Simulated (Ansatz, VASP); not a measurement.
# Two plane-wave programs on Ga4PN3

POSCAR

```
Ga4PN3
1.0
   -2.3797459091      2.3797459091      4.6919311246
    2.3797459091     -2.3797459091      4.6919311246
    2.3797459091      2.3797459091     -4.6919311246
N Ga P
3 4 1
Direct
    0.2500000000      0.7500000000      0.5000000000
    0.5000000000      0.5000000000      0.0000000000
    0.7500000000      0.2500000000      0.5000000000
    0.8586653430      0.4116748399      0.0000000000
    0.1413346570      0.1413346570      0.5530094969
    0.4116748399      0.8586653430      0.0000000000
    0.5883251601      0.5883251601      0.4469905031
    0.0000000000      0.0000000000      0.0000000000
```

Contents of INCAR.step1:

```
SYSTEM = Ga4PN3
PREC     = Accurate       ! precision mode
ENCUT    = 520            ! plane-wave cutoff, eV
ISMEAR   = 0              ! smearing method
SIGMA    = 0.01           ! smearing width, eV
LREAL    = .False.        ! projectors in reciprocal space
LASPH    = .True.         ! aspherical terms in the spheres
NELM     = 60             ! most SCF steps
NBANDS   = 46             ! bands
GGA      = PE             ! functional
ALGO     = Normal         ! electronic algorithm
EDIFF    = 1E-4           ! SCF threshold, eV
LWAVE    = .True.         ! write WAVECAR
LCHARG   = .False.        ! write CHGCAR
```

File INCAR.step2:

```
SYSTEM = Ga4PN3
PREC     = Accurate       ! precision mode
ENCUT    = 520            ! plane-wave cutoff, eV
EDIFF    = 1E-7           ! SCF threshold, eV
ISMEAR   = 0              ! smearing method
SIGMA    = 0.01           ! smearing width, eV
LREAL    = .False.        ! projectors in reciprocal space
LASPH    = .True.         ! aspherical terms in the spheres
NELM     = 60             ! most SCF steps
ALGO     = Normal         ! electronic algorithm
ISIF     = 2              ! what is computed and relaxed
LWAVE    = .False.        ! write WAVECAR
LCHARG   = .False.        ! write CHGCAR
METAGGA  = R2SCAN         ! meta-GGA
LMIXTAU  = .True.       
NBANDS   = 46             ! bands
ISTART   = 1
```

Contents of KPOINTS:

```
regular mesh
0
Gamma
  8 8 8
  0 0 0
```

Input for Ansatz:

```yaml
crystal:
  lattice:
    - [-2.3797459091, 2.3797459091, 4.6919311246]
    - [2.3797459091, -2.3797459091, 4.6919311246]
    - [2.3797459091, 2.3797459091, -4.6919311246]
  atoms:
    - { symbol: "N", position: [0.25, 0.75, 0.5] }
    - { symbol: Ga, position: [0.858665343, 0.4116748399, 0.0] }
    - { symbol: "N", position: [0.5, 0.5, 0.0] }
    - { symbol: Ga, position: [0.141334657, 0.141334657, 0.5530094969] }
    - { symbol: "N", position: [0.75, 0.25, 0.5] }
    - { symbol: Ga, position: [0.4116748399, 0.858665343, 0.0] }
    - { symbol: P, position: [0.0, 0.0, 0.0] }
    - { symbol: Ga, position: [0.5883251601, 0.5883251601, 0.4469905031] }
kpoints:
  mp_grid: { grid: [8, 8, 8] }
  band_path:
    path:
      - [0.0, 0.0, 0.0]
      - [0.0, 0.0, 0.5]
      - [0.25, 0.25, 0.25]
      - [0.0, 0.5, 0.0]
      - [0.5, 0.5, -0.5]
      - [0.3143128758, 0.6856871242, -0.3143128758]
      - [-0.3143128758, 0.3143128758, 0.3143128758]
      - [-0.1286257517, 0.1286257517, 0.5]
      - [0.5, 0.5, -0.1286257517]
    npoints: 1
hamiltonian:
  xc: r2scan
scf:
  occupations: { method: fixed }
  n_extra_bands: 6
output:
  forces: true
  stress: true
  eigenvalues: true
```

Alike in both runs: task single point; functional r2SCAN; k mesh 8 × 8 × 8; no spin polarisation.

```csv
,VASP,Ansatz
version,VASP 6.6.1,Ansatz 0.2.0
potentials or method,"VASP PAW PBE potentials, release 64 (N, Ga_d, P)","plane waves, PAW"
plane-wave cutoff (eV),520,500
occupations,"gaussian, width 0.01 eV",fixed
valence electrons in the cell,72,72
```

```csv
,VASP,Ansatz,Ansatz less VASP
gap on the k mesh at the Fermi level (eV),1.11,1.12,+0.013
pressure (GPa),0.6,0.0,-0.59
rms of the force components (eV/Å),0.020,0.000,-0.0193
```

VASP's potentials were made for PBE, not for r2SCAN.
